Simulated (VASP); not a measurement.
Wanted: the native input for a VASP 6.6.1 run.

| Property | Result |
| --- | --- |
| Task | electric field gradients |
| Functional | LDA |
| Potentials or basis | VASP PAW LDA potentials, release 64 (As) |
| Cutoff | 520 eV |
| k mesh | 9 × 9 × 9 |
| Occupations | fermi-dirac, width 0.05 eV |
| Spin | no spin polarisation |
| Dipole correction | no |
| Further INCAR settings | ALGO = Normal; EDIFF = 1e-08; NBANDS = 12 |

The structure of As lies in POSCAR:

```
As
1.0
    0.0000000000      2.8744485395      2.8744485395
    2.8744485395      0.0000000000      2.8744485395
    2.8744485395      2.8744485395      0.0000000000
As
2
Direct
   -0.2375000000     -0.0875000000     -0.0875000000
    0.2375000000      0.0875000000      0.0875000000
```

This cell differs from its parent crystal: shortest bond scaled by 0.7.

The input as run:

INCAR

```
PREC = Accurate
ENCUT = 520
EDIFF = 1E-8
ISMEAR = -1
SIGMA = 0.05
LREAL = False
LASPH = True
NELM = 80
ALGO = Normal
ISIF = 2
LWAVE = False
LCHARG = False
LEFG = True
NBANDS = 12
```

KPOINTS

```
Automatic mesh
0
Gamma
  9 9 9
```

Potentials or basis: VASP PAW LDA potentials, release 64 (As).

The run is started by

```sh
$ cat potpaw_LDA.64/As/POTCAR > POTCAR
$ mpirun -np 1 vasp_std > vasp.out
```

Results of the run:

```yaml
Pressure: 47.9 GPa
Largest_force: 22.182 eV/Å
Band_gap_on_the_k_mesh: zero (bands 5 and 6 overlap by 1.17 eV)
Largest_electric_field_gradient_by_atom: As -300.5 V/Å²
```

Caveat: the cell differs from its parent crystal (shortest bond scaled by 0.7); the cell stands under pressure; without QUAD_EFG the Cq values of the log hold for a quadrupole moment of 1 mb, not for the nuclei; forces of over 1 eV/Å act on the atoms, so gaps and moduli don't describe the material at rest.

Run time: 41 s on 1 thread of Intel(R) Xeon(R) Platinum 8259CL CPU @ 2.50GHz (Skylake/Cascade Lake), with other jobs on the host, peak memory 0.17 GiB.
